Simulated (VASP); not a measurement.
# CdTe (F-43m) in VASP: notebook

The runs below take CdTe through single point, with PBE, PBE+D3(BJ).

Everything below comes from runs of VASP 6.6.1. Logs are shortened: lines on timing, memory, paths and dates and some standing lists are left out, and cuts for length are marked.

### Step 1. The cell of the first run

It takes space group F-43m (No. 216, cubic). The conventional cell has a = 6.160 Å, b = 6.160 Å, c = 6.160 Å, α = 90.00°, β = 90.00°, γ = 90.00°. Within 3.5 Å of Cd (site symmetry -43m) lie 4 Te at 2.67 Å. Te (site symmetry -43m) has 4 Cd at 2.67 Å within 3.5 Å.

### Step 2. Single point, PBE (strained)

Input file INCAR:

```
SYSTEM = CdTe
PREC = Accurate
ENCUT = 520
EDIFF = 1E-7
ISMEAR = 0
SIGMA = 0.02
LREAL = .FALSE.
LASPH = .TRUE.
NELM = 60
ALGO = Normal
ISIF = 2
LWAVE = .FALSE.
LCHARG = .FALSE.
GGA = PE
NBANDS = 16
```

Input file KPOINTS:

```
Automatic mesh
0
G
  8 8 8
  0 0 0
```

Input file POSCAR:

```
CdTe
1.0
    0.0000000000      3.0798447500      3.0798447500
    3.0798447500      0.0000000000      3.0798447500
    3.0798447500      3.0798447500      0.0000000000
Cd Te
1 1
Direct
    0.0000000000      0.0000000000      0.0000000000
    0.7500000000      0.7500000000      0.7500000000
```

Potentials or basis: VASP PAW PBE potentials, release 64 (Cd, Te).

Command:

```console
$ cat potpaw_PBE.64/Cd/POTCAR potpaw_PBE.64/Te/POTCAR > POTCAR
$ mpirun -np 1 vasp_std > vasp.out
```

OUTCAR:

```text
SYSTEM = CdTe
   PREC = Accurate
   ENCUT = 520
   EDIFF = 1E-7
   ISMEAR = 0
   LREAL = .FALSE.
   LASPH = .TRUE.
   NELM = 60
   ISIF = 2
   GGA = PE

 ion  position               nearest neighbor table
   1  0.000  0.000  0.000-   2 2.67   2 2.67   2 2.67   2 2.67
   2  0.750  0.750  0.750-   1 2.67   1 2.67   1 2.67   1 2.67

  LATTYP: Found a face centered cubic cell.
 ALAT       =     6.1596895000

  Lattice vectors:

 A1 = (   0.0000000000,   3.0798447500,   3.0798447500)
 A2 = (   3.0798447500,   0.0000000000,   3.0798447500)
 A3 = (   3.0798447500,   3.0798447500,   0.0000000000)

Analysis of symmetry for initial positions (statically):
=====================================================================
 Subroutine PRICEL returns:
 Original cell was already a primitive cell.

 Routine SETGRP: Setting up the symmetry group for a
 face centered cubic supercell.

 Subroutine GETGRP returns: Found 24 space group operations
 (whereof 24 operations were pure point group operations)
 out of a pool of 48 trial point group operations.

The static configuration has the point symmetry T_d .

Analysis of symmetry for dynamics (positions and initial velocities):
=====================================================================
 Subroutine PRICEL returns:
 Original cell was already a primitive cell.

 Routine SETGRP: Setting up the symmetry group for a
 face centered cubic supercell.

 Subroutine GETGRP returns: Found 24 space group operations
 (whereof 24 operations were pure point group operations)
 out of a pool of 48 trial point group operations.

The dynamic configuration has the point symmetry T_d .

 Subroutine INISYM returns: Found 24 space group operations
 (whereof 24 operations are pure point group operations),
 and found     1 'primitive' translations

----------------------------------------------------------------------------------------

                                     Primitive cell

  volume of cell :      58.4274

  direct lattice vectors                    reciprocal lattice vectors
     0.000000000  3.079844750  3.079844750    -0.162345846  0.162345846  0.162345846
     3.079844750  0.000000000  3.079844750     0.162345846 -0.162345846  0.162345846
     3.079844750  3.079844750  0.000000000     0.162345846  0.162345846 -0.162345846
[... 74 lines left out ...]
 SYSTEM =  CdTe
   PREC   = accura    normal or accurate (medium, high low for compatibility)
   ISTART =      0    job   : 0-new  1-cont  2-samecut
   ICHARG =      2    charge: 1-file 2-atom 10-const
   ISPIN  =      1    spin polarized calculation?
   LNONCOLLINEAR =      F non collinear calculations
   LSORBIT =      F    spin-orbit coupling
   LASPH  =      T    aspherical Exc in radial PAW
   ENCUT  =  520.0 eV  38.22 Ry    6.18 a.u.   8.10  8.10  8.10*2*pi/ulx,y,z
   NELM   =     60;   NELMIN=  2; NELMDL= -5     # of ELM steps
   EDIFF  = 0.1E-06   stopping-criterion for ELM
   LREAL  =      F    real-space projection
   EDIFFG = 0.1E-05   stopping-criterion for IOM
   NSW    =      0    number of steps for IOM
   IBRION =     -1    ionic relax: 0-MD 1-quasi-New 2-CG
   NFREE  =      0    steps in history (QN), initial steepest desc. (CG)
   ISIF   =      2    stress and relaxation
   ISYM   =      2    0-nonsym 1-usesym 2-fastsym
   POTIM  = 0.5000    time-step for ionic-motion
   TEBEG  =    0.0;   TEEND  =   0.0 temperature during run
   PSTRESS=    0.0 pullay stress
   NELECT =      18.0000    total number of electrons
   NUPDOWN=      -1.0000    fix difference up-down
   EMIN   =  10.00;   EMAX   =-10.00  energy-range for DOS
   EFERMI =   0.00;   METHOD = LEGACY
   ISMEAR =     0;   SIGMA  =   0.02  broadening in eV -4-tet -1-fermi 0-gaus
   EFERMI_NEDOS =   21; number of points for ismear=-14 and -15
   IALGO  =     38    algorithm
   IMIX   =      4    mixing-type and parameters
     AMIX     =   0.40;   BMIX     =  1.00
     AMIX_MAG =   1.60;   BMIX_MAG =  1.00
  volume/ion in A,a.u.               =      29.21       197.14
  Fermi-wavevector in a.u.,A,eV,Ry     =   1.105673  2.089420 16.633307  1.222514
  Thomas-Fermi vector in A             =   2.242164
   LORBIT       =      0    0 simple, 1 ext, 2 COOP (PROOUT), +10 PAW based schemes
   GGA     = PE    functional components
   LHFCALC =     F    Hartree Fock is set to
   AEXX    =    0.0000 exact exchange contribution
   IVDW    =     0    specifies the selected vdW correction
   LEPSILON=     F    determine dielectric tensor
   LRPA    =     F    only Hartree local field effects (RPA)
 non-spin polarized calculation
 Gauss-broadening in eV      SIGMA  =   0.02
  energy-cutoff  :      520.00
  volume of cell :       58.43
 maximum number of plane-waves:      1591
   NGX = 17   NGY = 17   NGZ = 17

 number of electron      18.0000009 magnetization

 Free energy of the ion-electron system (eV)
  ---------------------------------------------------
  ext. energy  EPLUGINS =         0.00000000
  ---------------------------------------------------
  free energy    TOTEN  =        -4.34635896 eV

  energy without entropy =       -4.34635896  energy(sigma->0) =       -4.34635896

 E-fermi :   3.9881     XC(G=0):  -9.2805

 val. band max:        3.8854950510   @ k =   0.0000   0.0000   0.0000
 cond. band min:       5.1363394549   @ k =   0.0000   0.0000   0.0000
 fundamental gap:      1.2508444040
 Fermi energy:         3.9880644351

 k-point     1 :       0.0000    0.0000    0.0000
  band No.  band energies     occupation
      1      -8.2954      2.00000
      2      -5.0664      2.00000
      3      -5.0664      2.00000
      4      -5.0664      2.00000
      5      -4.6749      2.00000
      6      -4.6749      2.00000
[... 433 lines left out ...]
      3      -4.9146      2.00000
      4      -4.7036      2.00000
      5      -4.6693      2.00000
      6      -4.0435      2.00000
[... 8 lines left out ...]
     15      14.1764      0.00000
     16      14.9713      0.00000

 [... further k-points ...]
[... 5 lines left out ...]
  --------------------------------------------------------------------------------------
  -------------------------------------------------------------------------------------
  Total        4.7048337      4.7048337      4.7048337     -0.0000000      0.0000000      0.0000000
  in kB      129.0144612    129.0144612    129.0144612     -0.0000000      0.0000000      0.0000000
  external PRESSURE =     129.0144612 kB  Pullay stress =       0.0000000 kB

 VOLUME and BASIS-vectors are now :
 -----------------------------------------------------------------------------
  energy-cutoff  :      520.00
  volume of cell :       58.43
      direct lattice vectors                 reciprocal lattice vectors
     0.000000000  3.079844750  3.079844750    -0.162345846  0.162345846  0.162345846
     3.079844750  0.000000000  3.079844750     0.162345846 -0.162345846  0.162345846
     3.079844750  3.079844750  0.000000000     0.162345846  0.162345846 -0.162345846

 POSITION                                       TOTAL-FORCE (eV/Angst)
 -----------------------------------------------------------------------------------
      0.00000      0.00000      0.00000        -0.000000     -0.000000     -0.000000
      4.61977      4.61977      4.61977         0.000000      0.000000      0.000000
 -----------------------------------------------------------------------------------
    total drift:                                0.000001      0.000001      0.000001

  FREE ENERGIE OF THE ION-ELECTRON SYSTEM (eV)
  ---------------------------------------------------
  free  energy   TOTEN  =        -4.3463589552 eV

  energy  without entropy=       -4.3463589552  energy(sigma->0) =       -4.34635896
```

OSZICAR:

```text
N       E                     dE             d eps       ncg     rms          rms(c)
DAV:   1     0.102423193736E+03    0.10242E+03   -0.84762E+03   944   0.992E+02
DAV:   2    -0.118912865349E+01   -0.10361E+03   -0.98586E+02  1096   0.243E+02
DAV:   3    -0.455036739627E+01   -0.33612E+01   -0.33562E+01  1152   0.456E+01
DAV:   4    -0.457931123801E+01   -0.28944E-01   -0.28942E-01  1384   0.372E+00
DAV:   5    -0.457942874224E+01   -0.11750E-03   -0.11750E-03  1192   0.191E-01    0.784E+00
DAV:   6    -0.436368399482E+01    0.21574E+00   -0.37231E-01  1168   0.842E+00    0.600E+00
DAV:   7    -0.434562170908E+01    0.18062E-01   -0.13234E-01  1056   0.250E+00    0.197E+00
DAV:   8    -0.434607231651E+01   -0.45061E-03   -0.14529E-02  1032   0.147E+00    0.567E-01
DAV:   9    -0.434627296733E+01   -0.20065E-03   -0.10832E-03  1120   0.371E-01    0.157E-01
DAV:  10    -0.434633173813E+01   -0.58771E-04   -0.11892E-04  1152   0.100E-01    0.558E-02
DAV:  11    -0.434635779451E+01   -0.26056E-04   -0.46930E-05  1064   0.575E-02    0.159E-02
DAV:  12    -0.434635815076E+01   -0.35625E-06   -0.33459E-06  1184   0.218E-02    0.676E-03
DAV:  13    -0.434635891410E+01   -0.76334E-06   -0.22889E-06  1064   0.785E-03    0.558E-03
DAV:  14    -0.434635895517E+01   -0.41076E-07   -0.15266E-07  1056   0.378E-03
   1 F= -.43463590E+01 E0= -.43463590E+01  d E =-.249938E-15
```

Wall time 23 s (1 thread of Intel Xeon Platinum 8259CL at 2.50GHz (Skylake/Cascade Lake), shared host); peak memory 0.18 GiB.

Results:

* Free energy: -4.3464 eV
* Pressure: 12.9 GPa
* Band gap on the k mesh: 1.25 eV

Levels at points of the mesh, in eV from the valence-band top:
| k point | band 5 | band 6 | band 7 | band 8 | band 9 | band 10 | band 11 | band 12 | band 13 | band 14 |
| --- | --- | --- | --- | --- | --- | --- | --- | --- | --- | --- |
| (0.00, 0.00, 0.00) | -8.56 | -8.56 | 0.00 | 0.00 | 0.00 | 1.25 | 4.45 | 4.45 | 4.45 | 7.63 |
| (0.50, 0.00, 0.00) | -8.55 | -8.07 | -5.40 | -1.03 | -1.03 | 1.95 | 5.08 | 5.08 | 7.05 | 9.31 |
| (0.50, 0.50, 0.00) | -8.52 | -7.87 | -5.12 | -2.46 | -2.46 | 2.22 | 2.55 | 9.75 | 9.90 | 9.90 |

Caveat: the cell differs from its parent crystal (strained); the cell stands under pressure; spin-orbit coupling is left out, which moves the levels of the heavy elements.

### Step 3. Single point, PBE+D3(BJ)

Input file INCAR:

```
PREC     = Accurate       # precision mode
ENCUT    = 520            # plane-wave cutoff, eV
EDIFF    = 1E-6           # SCF threshold, eV
ISMEAR   = 0              # smearing method
SIGMA    = 0.02           # smearing width, eV
LREAL    = F              # projectors in reciprocal space
LASPH    = T              # aspherical terms in the spheres
NELM     = 60             # most SCF steps
ALGO     = Normal         # electronic algorithm
ISIF     = 2              # what is computed and relaxed
LWAVE    = F              # write WAVECAR
LCHARG   = F              # write CHGCAR
GGA      = PE             # functional
IVDW     = 12             # dispersion correction
NBANDS   = 16             # bands
```

Input file KPOINTS:

```
regular mesh
0
Gamma
  8 8 8
```

POSCAR is that of step 2.

Potentials or basis: VASP PAW PBE potentials, release 64 (Cd, Te).

Command:

```console
$ cat potpaw_PBE.64/Cd/POTCAR potpaw_PBE.64/Te/POTCAR > POTCAR
$ mpirun -np 1 vasp_std > vasp.out
```

OUTCAR:

```text
PREC = Accurate
   ENCUT = 520
   EDIFF = 1E-6
   ISMEAR = 0
   LREAL = F
   LASPH = T
   NELM = 60
   ISIF = 2
   GGA = PE
   IVDW = 12
 IVDW          = 12

 ion  position               nearest neighbor table
   1  0.000  0.000  0.000-   2 2.67   2 2.67   2 2.67   2 2.67
   2  0.750  0.750  0.750-   1 2.67   1 2.67   1 2.67   1 2.67

  LATTYP: Found a face centered cubic cell.
 ALAT       =     6.1596895000

  Lattice vectors:

 A1 = (   0.0000000000,   3.0798447500,   3.0798447500)
 A2 = (   3.0798447500,   0.0000000000,   3.0798447500)
 A3 = (   3.0798447500,   3.0798447500,   0.0000000000)

Analysis of symmetry for initial positions (statically):
=====================================================================
 Subroutine PRICEL returns:
 Original cell was already a primitive cell.

 Routine SETGRP: Setting up the symmetry group for a
 face centered cubic supercell.

 Subroutine GETGRP returns: Found 24 space group operations
 (whereof 24 operations were pure point group operations)
 out of a pool of 48 trial point group operations.

The static configuration has the point symmetry T_d .

Analysis of symmetry for dynamics (positions and initial velocities):
=====================================================================
 Subroutine PRICEL returns:
 Original cell was already a primitive cell.

 Routine SETGRP: Setting up the symmetry group for a
 face centered cubic supercell.

 Subroutine GETGRP returns: Found 24 space group operations
 (whereof 24 operations were pure point group operations)
 out of a pool of 48 trial point group operations.

The dynamic configuration has the point symmetry T_d .

 Subroutine INISYM returns: Found 24 space group operations
 (whereof 24 operations are pure point group operations),
 and found     1 'primitive' translations

----------------------------------------------------------------------------------------

[... 111 lines left out ...]
     AMIX     =   0.40;   BMIX     =  1.00
     AMIX_MAG =   1.60;   BMIX_MAG =  1.00
  volume/ion in A,a.u.               =      29.21       197.14
  Fermi-wavevector in a.u.,A,eV,Ry     =   1.105673  2.089420 16.633307  1.222514
  Thomas-Fermi vector in A             =   2.242164
   LORBIT       =      0    0 simple, 1 ext, 2 COOP (PROOUT), +10 PAW based schemes
   GGA     = PE    functional components
   LHFCALC =     F    Hartree Fock is set to
   AEXX    =    0.0000 exact exchange contribution
   IVDW    =    12    specifies the selected vdW correction
   LEPSILON=     F    determine dielectric tensor
   LRPA    =     F    only Hartree local field effects (RPA)
 non-spin polarized calculation
 Gauss-broadening in eV      SIGMA  =   0.02
  energy-cutoff  :      520.00
  volume of cell :       58.43
 maximum number of plane-waves:      1591
   NGX = 17   NGY = 17   NGZ = 17

 number of electron      18.0000009 magnetization

 Free energy of the ion-electron system (eV)
  ---------------------------------------------------
  ext. energy  EPLUGINS =         0.00000000
  ---------------------------------------------------
  free energy    TOTEN  =        -4.34635815 eV

  energy without entropy =       -4.34635815  energy(sigma->0) =       -4.34635815

 E-fermi :   3.9869     XC(G=0):  -9.2813

 val. band max:        3.8852852832   @ k =   0.0000   0.0000   0.0000
 cond. band min:       5.1355033899   @ k =   0.0000   0.0000   0.0000
 fundamental gap:      1.2502181067
 Fermi energy:         3.9868594608

 k-point     1 :       0.0000    0.0000    0.0000
  band No.  band energies     occupation
      1      -8.2956      2.00000
      2      -5.0669      2.00000
      3      -5.0669      2.00000
      4      -5.0669      2.00000
      5      -4.6754      2.00000
      6      -4.6754      2.00000
[... 433 lines left out ...]
      3      -4.9152      2.00000
      4      -4.7042      2.00000
      5      -4.6699      2.00000
      6      -4.0440      2.00000
[... 8 lines left out ...]
     15      14.1753      0.00000
     16      14.9709      0.00000

 [... further k-points ...]

------------------------ aborting loop because EDIFF is reached ----------------------------------------

 Edisp (eV)   -0.81485

 E8    (eV) :    -0.3692

  FORCE on cell =-STRESS in cart. coord.  units (eV):
  Direction    XX          YY          ZZ          XY          YZ          ZX
  --------------------------------------------------------------------------------------
  -------------------------------------------------------------------------------------
  Total       3.78865     3.78865     3.78865     0.00000    -0.00000    -0.00000
  in kB     103.89113   103.89113   103.89113     0.00000    -0.00000    -0.00000
  external pressure =      103.89 kB  Pullay stress =        0.00 kB

 VOLUME and BASIS-vectors are now :
 -----------------------------------------------------------------------------
  energy-cutoff  :      520.00
  volume of cell :       58.43
      direct lattice vectors                 reciprocal lattice vectors
     0.000000000  3.079844750  3.079844750    -0.162345846  0.162345846  0.162345846
     3.079844750  0.000000000  3.079844750     0.162345846 -0.162345846  0.162345846
     3.079844750  3.079844750  0.000000000     0.162345846  0.162345846 -0.162345846

 POSITION                                       TOTAL-FORCE (eV/Angst)
 -----------------------------------------------------------------------------------
      0.00000      0.00000      0.00000         0.000000      0.000000      0.000000
      4.61977      4.61977      4.61977        -0.000000     -0.000000     -0.000000
 -----------------------------------------------------------------------------------
    total drift:                                0.000001      0.000001      0.000001

  FREE ENERGIE OF THE ION-ELECTRON SYSTEM (eV)
  ---------------------------------------------------
  free  energy   TOTEN  =        -5.1612107382 eV

  energy  without entropy=       -5.1612107382  energy(sigma->0) =       -5.16121074
```

OSZICAR:

```text
N       E                     dE             d eps       ncg     rms          rms(c)
DAV:   1     0.102423193736E+03    0.10242E+03   -0.84762E+03   944   0.992E+02
DAV:   2    -0.118912865349E+01   -0.10361E+03   -0.98586E+02  1096   0.243E+02
DAV:   3    -0.455036739627E+01   -0.33612E+01   -0.33562E+01  1152   0.456E+01
DAV:   4    -0.457931123801E+01   -0.28944E-01   -0.28942E-01  1384   0.372E+00
DAV:   5    -0.457942874224E+01   -0.11750E-03   -0.11750E-03  1192   0.191E-01    0.784E+00
DAV:   6    -0.436368399482E+01    0.21574E+00   -0.37231E-01  1168   0.842E+00    0.600E+00
DAV:   7    -0.434562170908E+01    0.18062E-01   -0.13234E-01  1056   0.250E+00    0.197E+00
DAV:   8    -0.434607231651E+01   -0.45061E-03   -0.14529E-02  1032   0.147E+00    0.567E-01
DAV:   9    -0.434627296733E+01   -0.20065E-03   -0.10832E-03  1120   0.371E-01    0.157E-01
DAV:  10    -0.434633173813E+01   -0.58771E-04   -0.11892E-04  1152   0.100E-01    0.558E-02
DAV:  11    -0.434635779451E+01   -0.26056E-04   -0.46930E-05  1064   0.575E-02    0.159E-02
DAV:  12    -0.434635815076E+01   -0.35625E-06   -0.33459E-06  1184   0.218E-02
   1 F= -.51612107E+01 E0= -.51612107E+01  d E =-.415352E-15
```

stdout:

```text
POSCAR found type information on POSCAR CdTe
 POSCAR found :  2 types and       2 ions
 scaLAPACK will be used
 LDA part: xc-table for (Slater+PW92), standard interpolation
 POSCAR, INCAR and KPOINTS ok, starting setup
 FFT: planning ... GRIDC
 FFT: planning ... GRID_SOFT
 FFT: planning ... GRID
 WAVECAR not read
 entering main loop
```

It took 23 s on 1 thread of Intel Xeon Platinum 8259CL at 2.50GHz (Skylake/Cascade Lake), shared host; peak memory 0.19 GiB.

Results:

```yaml
Free_energy: -5.1612 eV
Pressure: 10.4 GPa
Band_gap_on_the_k_mesh: 1.25 eV
Dispersion_energy_per_atom: -0.407 eV
```

Caveat: three body term missing; the cell stands under pressure; spin-orbit coupling is left out, which moves the levels of the heavy elements.

(Continued in part 2 of 2.)
